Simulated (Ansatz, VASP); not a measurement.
SnSe2: VASP beside Ansatz

```
CELL_PARAMETERS angstrom
3.81100 0.00000 0.00000
-1.90550 3.30042 0.00000
0.00000 0.00000 6.32111
ATOMIC_POSITIONS crystal
Sn 0.00000 0.00000 0.00000
Se 0.33333 0.66667 0.25000
Se 0.66667 0.33333 0.75000
```

Change from the starting cell: strain +0.0300 x Voigt [0, 0, 1, 0, 0, 0], atoms carried along.

Alike in both runs: task single point; functional r2SCAN; k mesh 9 × 9 × 6; occupations gaussian, width 0.05 eV; no spin polarisation.

|  | VASP | Ansatz |
| --- | --- | --- |
| version | VASP 6.6.1 | Ansatz 0.2.0 |
| potentials or method | VASP PAW PBE potentials, release 64 (Sn_d, Se), cutoff 520 eV | scalar-relativistic, plane waves, PAW |
| valence electrons in the cell | 26 | 46 |

|  | VASP | Ansatz | Ansatz less VASP |
| --- | --- | --- | --- |
| gap on the k mesh at the Fermi level (eV) | 0.96 | 0.96 | -0.003 |
| least direct gap on the mesh (eV) | 1.47 | 1.47 | -0.002 |
| pressure (GPa) | 1.2 | 1.1 | -0.06 |
| traceless stress, the component that is largest in VASP (GPa) | -0.43 | -0.42 | +0.001 |
| rms of the force components (eV/Å) | 0.002 | 0.005 | +0.0032 |

VASP's potentials were made for PBE, not for r2SCAN. Atom by atom the forces differ by 0.006 eV/Å (rms over components). VASP's potentials hold 26 valence electrons a cell and Ansatz's 46, so a difference there can come from the potentials and not from the codes.
